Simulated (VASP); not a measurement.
# Nb (Fm-3m) in VASP: a series of runs

Nb is run at these levels: PBE; tasks: single point.

All numbers are computed with VASP 6.6.1; they aren't measurements. Logs are shortened: lines on timing, memory, paths and dates and some standing lists are left out, and cuts for length are marked.

### Step 1. The cell of the first run

It takes space group Fm-3m (No. 225, cubic). Conventional cell: a = 4.144 Å, b = 4.144 Å, c = 4.144 Å, α = 90.00°, β = 90.00°, γ = 90.00°. Within 3.9 Å of Nb (site symmetry m-3m) lie 12 Nb at 2.93 Å.

### Step 2. Single point, PBE

Contents of INCAR:

```
SYSTEM = Nb
ALGO = Normal
EDIFF = 1E-7
ENCUT = 520
GGA = PE
ISIF = 2
ISMEAR = -1
LASPH = .True.
LCHARG = .False.
LREAL = .False.
LWAVE = .False.
NBANDS = 12
NELM = 60
PREC = Accurate
SIGMA = 0.15
```

Contents of KPOINTS:

```
k-points
0
Gamma
  12 12 12
  0 0 0
```

Contents of POSCAR:

```
Nb
1.0
    0.0000000000      2.0718246199      2.0718246199
    2.0718246199      0.0000000000      2.0718246199
    2.0718246199      2.0718246199      0.0000000000
Nb
1
Direct
    0.0000000000      0.0000000000      0.0000000000
```

Potentials or basis: VASP PAW PBE potentials, release 64 (Nb_sv).

Run with:

```bash
> cat potpaw_PBE.64/Nb_sv/POTCAR > POTCAR
> mpirun -np 1 vasp_std > vasp.out
```

OUTCAR:

```text
SYSTEM = Nb
   EDIFF = 1E-7
   ENCUT = 520
   GGA = PE
   ISIF = 2
   ISMEAR = -1
   LASPH = .True.
   LREAL = .False.
   NELM = 60
   PREC = Accurate

 ion  position               nearest neighbor table
   1  0.000  0.000  0.000-

  LATTYP: Found a face centered cubic cell.
 ALAT       =     4.1436492398

  Lattice vectors:

 A1 = (   0.0000000000,   2.0718246199,   2.0718246199)
 A2 = (   2.0718246199,   0.0000000000,   2.0718246199)
 A3 = (   2.0718246199,   2.0718246199,   0.0000000000)

Analysis of symmetry for initial positions (statically):
=====================================================================
 Subroutine PRICEL returns:
 Original cell was already a primitive cell.

 Routine SETGRP: Setting up the symmetry group for a
 face centered cubic supercell.

 Subroutine GETGRP returns: Found 48 space group operations
 (whereof 48 operations were pure point group operations)
 out of a pool of 48 trial point group operations.

The static configuration has the point symmetry O_h .

Analysis of symmetry for dynamics (positions and initial velocities):
=====================================================================
 Subroutine PRICEL returns:
 Original cell was already a primitive cell.

 Routine SETGRP: Setting up the symmetry group for a
 face centered cubic supercell.

 Subroutine GETGRP returns: Found 48 space group operations
 (whereof 48 operations were pure point group operations)
 out of a pool of 48 trial point group operations.

The dynamic configuration has the point symmetry O_h .

 Subroutine INISYM returns: Found 48 space group operations
 (whereof 48 operations are pure point group operations),
 and found     1 'primitive' translations

----------------------------------------------------------------------------------------

                                     Primitive cell

  volume of cell :      17.7864

  direct lattice vectors                    reciprocal lattice vectors
     0.000000000  2.071824620  2.071824620    -0.241333168  0.241333168  0.241333168
     2.071824620  0.000000000  2.071824620     0.241333168 -0.241333168  0.241333168
     2.071824620  2.071824620  0.000000000     0.241333168  0.241333168 -0.241333168

  length of vectors
     2.930002476  2.930002476  2.930002476     0.418001309  0.418001309  0.418001309

  position of ions in fractional coordinates (direct lattice)
     0.000000000  0.000000000  0.000000000

  ion indices of the primitive-cell ions
   primitive index   ion index
[... 75 lines left out ...]
   EDIFFG = 0.1E-05   stopping-criterion for IOM
   NSW    =      0    number of steps for IOM
   IBRION =     -1    ionic relax: 0-MD 1-quasi-New 2-CG
   NFREE  =      0    steps in history (QN), initial steepest desc. (CG)
   ISIF   =      2    stress and relaxation
   ISYM   =      2    0-nonsym 1-usesym 2-fastsym
   POTIM  = 0.5000    time-step for ionic-motion
   TEBEG  =    0.0;   TEEND  =   0.0 temperature during run
   PSTRESS=    0.0 pullay stress
   NELECT =      13.0000    total number of electrons
   NUPDOWN=      -1.0000    fix difference up-down
   EMIN   =  10.00;   EMAX   =-10.00  energy-range for DOS
   EFERMI =   0.00;   METHOD = LEGACY
   ISMEAR =    -1;   SIGMA  =   0.15  broadening in eV -4-tet -1-fermi 0-gaus
   EFERMI_NEDOS =   21; number of points for ismear=-14 and -15
   IALGO  =     38    algorithm
   IMIX   =      4    mixing-type and parameters
     AMIX     =   0.40;   BMIX     =  1.00
     AMIX_MAG =   1.60;   BMIX_MAG =  1.00
  volume/ion in A,a.u.               =      17.79       120.03
  Fermi-wavevector in a.u.,A,eV,Ry     =   1.474664  2.786710 29.587675  2.174633
  Thomas-Fermi vector in A             =   2.589407
   LORBIT       =      0    0 simple, 1 ext, 2 COOP (PROOUT), +10 PAW based schemes
   GGA     = PE    functional components
   LHFCALC =     F    Hartree Fock is set to
   AEXX    =    0.0000 exact exchange contribution
   IVDW    =     0    specifies the selected vdW correction
   LEPSILON=     F    determine dielectric tensor
   LRPA    =     F    only Hartree local field effects (RPA)
 non-spin polarized calculation
  energy-cutoff  :      520.00
  volume of cell :       17.79
 maximum number of plane-waves:       531
 NGX is ok and might be reduce to    24
   NGX = 11   NGY = 11   NGZ = 11

 number of electron      13.0000000 magnetization

 Free energy of the ion-electron system (eV)
  ---------------------------------------------------
  ext. energy  EPLUGINS =         0.00000000
  ---------------------------------------------------
  free energy    TOTEN  =        -9.91867966 eV

  energy without entropy =       -9.80817748  energy(sigma->0) =       -9.86342857

 E-fermi :  11.7456     XC(G=0): -12.5664

 val. band max:       11.7151055754   @ k =  -0.3333   0.0833   0.0000
 cond. band min:      11.7462473519   @ k =   0.5000   0.2500   0.0000
 fundamental gap:      0.0311417765
 Fermi energy:        11.7456343912

 k-point     1 :       0.0000    0.0000    0.0000
  band No.  band energies     occupation
      1     -42.9949      2.00000
      2     -18.2752      2.00000
      3     -18.2752      2.00000
      4     -18.2752      2.00000
      5       5.3800      2.00000
      6      11.8007      0.81859
      7      11.8007      0.81858
      8      11.8007      0.81858
      9      14.5976      0.00000
     10      14.5976      0.00000
     11      23.6032      0.00000
     12      28.6230      0.00000
[... 331 lines left out ...]
 k-point    24 :      -0.4167    0.1667    0.0000
  band No.  band energies     occupation
      1     -42.7302      2.00000
      2     -19.5554      2.00000
      3     -18.7198      2.00000
      4     -18.5077      2.00000
      5       8.5481      2.00000
      6      10.5334      1.99938
      7      12.1197      0.15261
      8      12.3911      0.02670
      9      16.1966      0.00000
     10      18.6235      0.00000
     11      22.4596      0.00000
     12      25.4343      0.00000

 [... further k-points ...]
[... 5 lines left out ...]
  --------------------------------------------------------------------------------------
  -------------------------------------------------------------------------------------
  Total        1.0663332      1.0663332      1.0663332     -0.0000000     -0.0000000      0.0000000
  in kB       96.0537962     96.0537962     96.0537962     -0.0000000     -0.0000000      0.0000000
  external PRESSURE =      96.0537962 kB  Pullay stress =       0.0000000 kB

 VOLUME and BASIS-vectors are now :
 -----------------------------------------------------------------------------
  energy-cutoff  :      520.00
  volume of cell :       17.79
      direct lattice vectors                 reciprocal lattice vectors
     0.000000000  2.071824620  2.071824620    -0.241333168  0.241333168  0.241333168
     2.071824620  0.000000000  2.071824620     0.241333168 -0.241333168  0.241333168
     2.071824620  2.071824620  0.000000000     0.241333168  0.241333168 -0.241333168

 POSITION                                       TOTAL-FORCE (eV/Angst)
 -----------------------------------------------------------------------------------
      0.00000      0.00000      0.00000        -0.000000      0.000000     -0.000000
 -----------------------------------------------------------------------------------
    total drift:                               -0.000000     -0.000000     -0.000000

  FREE ENERGIE OF THE ION-ELECTRON SYSTEM (eV)
  ---------------------------------------------------
  free  energy   TOTEN  =        -9.9186796610 eV

  energy  without entropy=       -9.8081774823  energy(sigma->0) =       -9.86342857
```

OSZICAR:

```text
N       E                     dE             d eps       ncg     rms          rms(c)
DAV:   1     0.116759418451E+03    0.11676E+03   -0.72913E+03  1736   0.108E+03
DAV:   2    -0.545456583756E+01   -0.12221E+03   -0.11785E+03  1836   0.390E+02
DAV:   3    -0.100485549565E+02   -0.45940E+01   -0.43543E+01  2516   0.642E+01
DAV:   4    -0.103145772367E+02   -0.26602E+00   -0.26436E+00  2368   0.143E+01
DAV:   5    -0.103259798586E+02   -0.11403E-01   -0.11396E-01  2596   0.240E+00    0.710E+00
DAV:   6    -0.995630843321E+01    0.36967E+00   -0.58565E-01  2744   0.973E+00    0.256E+00
DAV:   7    -0.991324009538E+01    0.43068E-01   -0.18959E-01  2836   0.551E+00    0.984E-01
DAV:   8    -0.991861289837E+01   -0.53728E-02   -0.13198E-02  2068   0.153E+00    0.388E-02
DAV:   9    -0.991866659374E+01   -0.53695E-04   -0.96476E-04  2872   0.304E-01    0.455E-02
DAV:  10    -0.991868576363E+01   -0.19170E-04   -0.20289E-05  2100   0.628E-02    0.184E-02
DAV:  11    -0.991867992608E+01    0.58376E-05   -0.89429E-06  2180   0.528E-02    0.338E-03
DAV:  12    -0.991867982187E+01    0.10421E-06   -0.53697E-07  2332   0.585E-03    0.121E-03
DAV:  13    -0.991867967211E+01    0.14976E-06   -0.19533E-08  1348   0.198E-03    0.221E-04
DAV:  14    -0.991867966100E+01    0.11112E-07   -0.52460E-09  1244   0.124E-03
   1 F= -.99186797E+01 E0= -.98634286E+01  d E =-.110502E+00
```

stdout:

```text
POSCAR found type information on POSCAR Nb
 POSCAR found :  1 types and       1 ions
 scaLAPACK will be used
 LDA part: xc-table for (Slater+PW92), standard interpolation
 POSCAR, INCAR and KPOINTS ok, starting setup
 FFT: planning ... GRIDC
 FFT: planning ... GRID_SOFT
 FFT: planning ... GRID
 WAVECAR not read
 entering main loop
```

Run time: 20 s. Hardware: 1 thread of AMD EPYC 7R43 (Zen 3), shared host; peak memory 0.11 GiB.

What came out:

```yaml
Free_energy: -9.9187 eV
Pressure: 9.6 GPa
```

### Step 3. Single point, PBE

This run uses another cell than the first one, of 18.16 Å³/atom, 1.021 times its volume.

Contents of INCAR:

```
PREC = Accurate
ENCUT = 520
EDIFF = 1E-7
ISMEAR = -1
SIGMA = 0.15
LREAL = False
LASPH = True
NELM = 60
ALGO = Normal
ISIF = 2
LWAVE = False
LCHARG = False
GGA = PE
NBANDS = 12
```

Contents of KPOINTS:

```
regular mesh
0
Gamma
  12 12 12
```

Contents of POSCAR:

```
Nb
1.0
    0.0000000000      2.0864154149      2.0864154149
    2.0864154149      0.0000000000      2.0864154149
    2.0864154149      2.0864154149      0.0000000000
Nb
1
Direct
    0.0000000000      0.0000000000      0.0000000000
```

Potentials or basis: VASP PAW PBE potentials, release 64 (Nb_sv).

Run with:

```bash
> cat potpaw_PBE.64/Nb_sv/POTCAR > POTCAR
> mpirun -np 1 vasp_std > vasp.out
```

Run time: 18 s. Hardware: 1 thread of AMD EPYC 7R43 (Zen 3), shared host; peak memory 0.11 GiB.

It converged, with:

| Property | Result |
| --- | --- |
| Free energy | -9.9369 eV |
| Pressure | 5.7 GPa |

Levels at points of the mesh, in eV from the Fermi level:
| k point | band 3 | band 4 | band 5 | band 6 | band 7 | band 8 | band 9 | band 10 |
| --- | --- | --- | --- | --- | --- | --- | --- | --- |
| (0.00, 0.00, 0.00) | -30.08 | -30.08 | -6.32 | 0.07 | 0.07 | 0.07 | 2.79 | 2.79 |
| (0.50, 0.00, 0.00) | -30.25 | -30.25 | -3.97 | -0.12 | -0.12 | 1.48 | 4.84 | 4.84 |
| (0.50, 0.50, 0.00) | -30.55 | -30.55 | -4.24 | -3.49 | 3.77 | 4.83 | 5.43 | 5.43 |

### Step 4. Single point, PBE

This run uses another cell than the first one, of 18.54 Å³/atom, 1.043 times its volume.

Contents of INCAR:

```
SYSTEM = Nb
PREC     = Accurate       ! precision mode
ENCUT    = 520            ! plane-wave cutoff, eV
EDIFF    = 1E-7           ! SCF threshold, eV
ISMEAR   = -1             ! smearing method
SIGMA    = 0.15           ! smearing width, eV
LREAL    = .False.        ! projectors in reciprocal space
LASPH    = .True.         ! aspherical terms in the spheres
NELM     = 80             ! most SCF steps
ALGO     = Normal         ! electronic algorithm
ISIF     = 2              ! what is computed and relaxed
LWAVE    = .False.        ! write WAVECAR
LCHARG   = .False.        ! write CHGCAR
GGA      = PE             ! functional
NBANDS   = 12             ! bands
```

Contents of KPOINTS:

```
regular mesh
0
Gamma
  12 12 12
  0 0 0
```

Contents of POSCAR:

```
Nb
1.0
    0.0000000000      2.1008049414      2.1008049414
    2.1008049414      0.0000000000      2.1008049414
    2.1008049414      2.1008049414      0.0000000000
Nb
1
Direct
    0.0000000000      0.0000000000      0.0000000000
```

Run with:

```bash
> cat potpaw_PBE.64/Nb_sv/POTCAR > POTCAR
> mpirun -np 1 vasp_std > vasp.out
```

Wall time 16 s (1 thread of AMD EPYC 7R43 (Zen 3), shared host); peak memory 0.11 GiB.

The run converged. Its results:

* Free energy: -9.9462 eV
* Pressure: 2.0 GPa

Levels at points of the mesh, in eV from the Fermi level:
```csv
k point,band 3,band 4,band 5,band 6,band 7,band 8,band 9,band 10
"(0.00, 0.00, 0.00)",-30.15,-30.15,-6.27,0.09,0.09,0.09,2.73,2.73
"(0.50, 0.00, 0.00)",-30.31,-30.31,-3.89,-0.10,-0.10,1.40,4.72,4.72
"(0.50, 0.50, 0.00)",-30.59,-30.59,-4.13,-3.38,3.64,4.71,5.29,5.29
```

### Step 5. Single point, PBE

This run uses another cell than the first one, of 18.92 Å³/atom, 1.064 times its volume.

Contents of INCAR:

```
SYSTEM = Nb
ALGO = Normal
EDIFF = 1E-6
ENCUT = 520
GGA = PE
ISIF = 2
ISMEAR = -1
LASPH = .TRUE.
LCHARG = .FALSE.
LREAL = .FALSE.
LWAVE = .FALSE.
NBANDS = 12
NELM = 100
PREC = Accurate
SIGMA = 0.15
```

Contents of KPOINTS:

```
k-points
0
G
  12 12 12
  0 0 0
```

Contents of POSCAR:

```
Nb
1.0
    0.0000000000      2.1150000000      2.1150000000
    2.1150000000      0.0000000000      2.1150000000
    2.1150000000      2.1150000000      0.0000000000
Nb
1
Direct
    0.0000000000      0.0000000000      0.0000000000
```

Run with:

```bash
> cat potpaw_PBE.64/Nb_sv/POTCAR > POTCAR
> mpirun -np 1 vasp_std > vasp.out
```

It took 18 s on 1 thread of AMD EPYC 7R43 (Zen 3), shared host; peak memory 0.11 GiB.

It converged, with:

| Item | Value |
| --- | --- |
| Free energy | -9.9473 eV |
| Pressure | -1.2 GPa |

Levels at points of the mesh, in eV from the Fermi level:
```tsv
k point	band 2	band 3	band 4	band 5	band 6	band 7	band 8	band 9	band 10	band 11
(0.00, 0.00, 0.00)	-30.21	-30.21	-30.21	-6.22	0.10	0.10	0.10	2.67	2.67	11.80
(0.50, 0.00, 0.00)	-31.37	-30.36	-30.36	-3.81	-0.08	-0.08	1.33	4.60	4.60	10.33
(0.50, 0.50, 0.00)	-31.29	-30.62	-30.62	-4.01	-3.28	3.52	4.59	5.16	5.16	11.18
```

### Step 6. Single point, PBE

This run uses another cell than the first one, of 19.30 Å³/atom, 1.085 times its volume.

Contents of INCAR:

```
SYSTEM = Nb
PREC = Accurate ; ENCUT = 520
EDIFF = 1E-6 ; ISMEAR = -1
SIGMA = 0.15 ; LREAL = .False.
LASPH = .True. ; NELM = 100
ALGO = Normal ; ISIF = 2
LWAVE = .False. ; LCHARG = .True.
GGA = PE ; LELF = .True.
LVHAR = .True. ; NBANDS = 12
```

Contents of KPOINTS:

```
Automatic mesh
0
Gamma
  12 12 12
  0 0 0
```

Contents of POSCAR:

```
Nb
1.0
    0.0000000000      2.1290070307      2.1290070307
    2.1290070307      0.0000000000      2.1290070307
    2.1290070307      2.1290070307      0.0000000000
Nb
1
Direct
    0.0000000000      0.0000000000      0.0000000000
```

Potentials or basis: VASP PAW PBE potentials, release 64 (Nb_sv).

Run with:

```bash
> cat potpaw_PBE.64/Nb_sv/POTCAR > POTCAR
> mpirun -np 1 vasp_std > vasp.out
```

Run time: 18 s. Hardware: 1 thread of AMD EPYC 7R43 (Zen 3), shared host; peak memory 0.11 GiB.

Results (log left out):

```
Free energy : -9.9409 eV
Pressure    : -4.2 GPa
```

Levels at points of the mesh, in eV from the Fermi level:
| k point | band 4 | band 5 | band 6 | band 7 | band 8 | band 9 |
| --- | --- | --- | --- | --- | --- | --- |
| (0.00, 0.00, 0.00) | -30.27 | -6.17 | 0.11 | 0.11 | 0.11 | 2.61 |
| (0.50, 0.00, 0.00) | -30.41 | -3.74 | -0.06 | -0.06 | 1.26 | 4.49 |
| (0.50, 0.50, 0.00) | -30.65 | -3.91 | -3.19 | 3.41 | 4.47 | 5.02 |

### Step 7. The runs side by side

| cell | gap on the mesh (eV) | pressure (GPa) |
| --- | --- | --- |
| a = 2.930 Å, angles 60.0°, 1 atom | none | 9.6 |
| a = 2.951 Å, angles 60.0°, 1 atom | none | 5.7 |
| a = 2.971 Å, angles 60.0°, 1 atom | none | 2.0 |
| a = 2.991 Å, angles 60.0°, 1 atom | none | -1.2 |
| a = 3.011 Å, angles 60.0°, 1 atom | none | -4.2 |

Alike in all rows: task single point; level PBE; potentials or basis VASP PAW PBE potentials, release 64 (Nb_sv); no spin polarisation; k mesh 12 × 12 × 12; cutoff (eV) 520; smearing fermi-dirac 0.15 eV.

Absolute energies hang on the potentials; compare differences alone.
